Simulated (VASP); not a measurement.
Input of a VASP 6.6.1 run:

Contents of INCAR:

```
PREC = Accurate
ENCUT = 520
EDIFF = 1E-8
ISMEAR = -1
SIGMA = 0.05
LREAL = F
LASPH = T
NELM = 100
ALGO = Normal
ISIF = 2
LWAVE = F
LCHARG = F
GGA = PS
LEFG = T
NBANDS = 13
```

Contents of KPOINTS:

```
Automatic mesh
0
Gamma
  8 8 8
```

POSCAR

```
Te
1.0
    0.0000000000      3.3095529740      3.3095529740
    3.3095529740      0.0000000000      3.3095529740
    3.3095529740      3.3095529740      0.0000000000
Te
2
Direct
   -0.1925000000     -0.1025000000     -0.1025000000
    0.1925000000      0.1025000000      0.1025000000
```

Potentials or basis: VASP PAW PBE potentials, release 64 (Te).

Launch:

```sh
$ cat potpaw_PBE.64/Te/POTCAR > POTCAR
$ mpirun -np 1 vasp_std > vasp.out
```

Estimate the pressure.

16.5 GPa.

Predict the band gap on the k mesh.

zero (band 6 reaches 6.33 eV, above the bottom of band 7 at 3.37 eV).

What does it give for the largest force?

5.108 eV/Å.

Stress tensor (GPa, compression positive):
```
 16.51 -10.24 -10.24
-10.24  16.51  10.24
-10.24  10.24  16.51
```

Caveat: the cell differs from its parent crystal (shortest bond scaled by 0.82); without QUAD_EFG the Cq values of the log hold for a quadrupole moment of 1 mb, not for the nuclei; the PAW data sets were made with another functional, which shifts forces and pressure a little; spin-orbit coupling is left out, which moves the levels of the heavy elements.
